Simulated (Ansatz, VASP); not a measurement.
**BaCa3F8 in VASP and in Ansatz**

File POSCAR:

```
BaCa3F8
1.0
    3.9782344420     -5.6895126631      0.0000000000
    3.9782344420      5.6895126631      0.0000000000
    0.0000000000      0.0000000000      3.9608481910
Ca F Ba
3 8 1
Direct
    0.0000000000      0.5000000000      0.0000000000
    0.0000000000      0.0000000000      0.5000000000
    0.5000000000      0.0000000000      0.0000000000
    0.3649697636      0.1016368077      0.5000000000
    0.1016368077      0.3649697636      0.5000000000
    0.8802126553      0.1197873447      0.0000000000
    0.6450838836      0.3549161164      0.0000000000
    0.3549161164      0.6450838836      0.0000000000
    0.1197873447      0.8802126553      0.0000000000
    0.8983631923      0.6350302364      0.5000000000
    0.6350302364      0.8983631923      0.5000000000
    0.5000000000      0.5000000000      0.5000000000
```

Contents of INCAR.step1:

```
SYSTEM = BaCa3F8
PREC = Accurate ; ENCUT = 520
ISMEAR = 0 ; SIGMA = 0.01
LREAL = .FALSE. ; LASPH = .TRUE.
NELM = 100 ; NBANDS = 60
GGA = PE ; ALGO = Normal
EDIFF = 1E-4 ; LWAVE = .TRUE.
LCHARG = .FALSE.
```

INCAR.step2

```
SYSTEM = BaCa3F8
PREC = Accurate ; ENCUT = 520
EDIFF = 1E-7 ; ISMEAR = 0
SIGMA = 0.01 ; LREAL = .FALSE.
LASPH = .TRUE. ; NELM = 100
ALGO = Normal ; ISIF = 2
LWAVE = .FALSE. ; LCHARG = .FALSE.
METAGGA = R2SCAN ; LMIXTAU = .TRUE.
NBANDS = 60 ; ISTART = 1
```

The input KPOINTS:

```
regular mesh
0
G
  4 4 6
  0 0 0
```

Input for Ansatz:

```yaml
crystal:
  lattice:
    - [3.978234442, -5.6895126631, 0.0]
    - [3.978234442, 5.6895126631, 0.0]
    - [0.0, 0.0, 3.960848191]
  atoms:
    - { symbol: Ca, position: [0.0, 0.5, 0.0] }
    - { symbol: F, position: [0.3649697636, 0.1016368077, 0.5] }
    - { symbol: F, position: [0.1016368077, 0.3649697636, 0.5] }
    - { symbol: Ba, position: [0.5, 0.5, 0.5] }
    - { symbol: F, position: [0.8802126553, 0.1197873447, 0.0] }
    - { symbol: F, position: [0.6450838836, 0.3549161164, 0.0] }
    - { symbol: Ca, position: [0.0, 0.0, 0.5] }
    - { symbol: F, position: [0.3549161164, 0.6450838836, 0.0] }
    - { symbol: F, position: [0.1197873447, 0.8802126553, 0.0] }
    - { symbol: Ca, position: [0.5, 0.0, 0.0] }
    - { symbol: F, position: [0.8983631923, 0.6350302364, 0.5] }
    - { symbol: F, position: [0.6350302364, 0.8983631923, 0.5] }
kpoints:
  mp_grid: { grid: [4, 4, 6] }
  band_path:
    path:
      - [0.0, 0.0, 0.0]
      - [-0.5, 0.5, 0.0]
      - [-0.3722279754, 0.6277720246, 0.0]
      - [0.3722279754, 0.3722279754, 0.0]
      - [0.0, 0.0, 0.5]
      - [0.3722279754, 0.3722279754, 0.5]
      - [-0.3722279754, 0.6277720246, 0.5]
      - [-0.5, 0.5, 0.5]
      - [0.0, 0.5, 0.0]
      - [0.0, 0.0, -0.005208]
    npoints: 1
hamiltonian:
  xc: r2scan
scf:
  occupations: { method: fixed }
  n_extra_bands: 7
output:
  forces: true
  stress: true
  eigenvalues: true
```

Alike in both runs: task single point; functional r2SCAN; k mesh 4 × 4 × 6; no spin polarisation.

```csv
,VASP,Ansatz
version,VASP 6.6.1,Ansatz 0.2.0
potentials or method,"VASP PAW PBE potentials, release 64 (Ca_sv, F, Ba_sv)","plane waves, PAW"
plane-wave cutoff (eV),520,500
occupations,"gaussian, width 0.01 eV",fixed
valence electrons in the cell,96,96
```

```tsv
	VASP	Ansatz	Ansatz less VASP
gap on the k mesh at the Fermi level (eV)	7.14	7.19	+0.049
pressure (GPa)	0.8	0.0	-0.81
rms of the force components (eV/Å)	0.024	0.001	-0.0234
```

VASP's potentials were made for PBE, not for r2SCAN.

Neither program's run includes spin-orbit coupling.
